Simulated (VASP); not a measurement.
A run of VASP 6.6.1 is set up as follows.

File INCAR:

```
SYSTEM = Cs2Ba
PREC = Accurate ; ENCUT = 520
EDIFF = 1E-6 ; ISMEAR = 0
SIGMA = 0.1 ; LREAL = .FALSE.
LASPH = .TRUE. ; NELM = 100
ALGO = Normal ; ISIF = 2
LWAVE = .FALSE. ; LCHARG = .FALSE.
GGA = PE ; NBANDS = 21
```

Contents of KPOINTS:

```
regular mesh
0
G
  4 4 4
  0 0 0
```

Contents of POSCAR:

```
Cs2Ba
1.0
    0.0000000000      4.1442049100      4.1442049100
    4.1442049100      0.0000000000      4.1442049100
    4.1442049100      4.1442049100      0.0000000000
Cs Ba
2 1
Direct
    0.7500000000      0.7500000000      0.7500000000
    0.2500000000      0.2500000000      0.2500000000
    0.0000000000      0.0000000000      0.0000000000
```

Potentials or basis: VASP PAW PBE potentials, release 64 (Cs_sv, Ba_sv).

The run is started by

```console
$ cat potpaw_PBE.64/Cs_sv/POTCAR potpaw_PBE.64/Ba_sv/POTCAR > POTCAR
$ mpirun -np 1 vasp_std > vasp.out
```

What does it give for the pressure?

4.3 GPa.

What does it give for the band gap on the k mesh?

Zero (bands 14 and 15 overlap by 0.75 eV).

Caveat: the cell stands under pressure; spin-orbit coupling is left out, which moves the levels of the heavy elements.
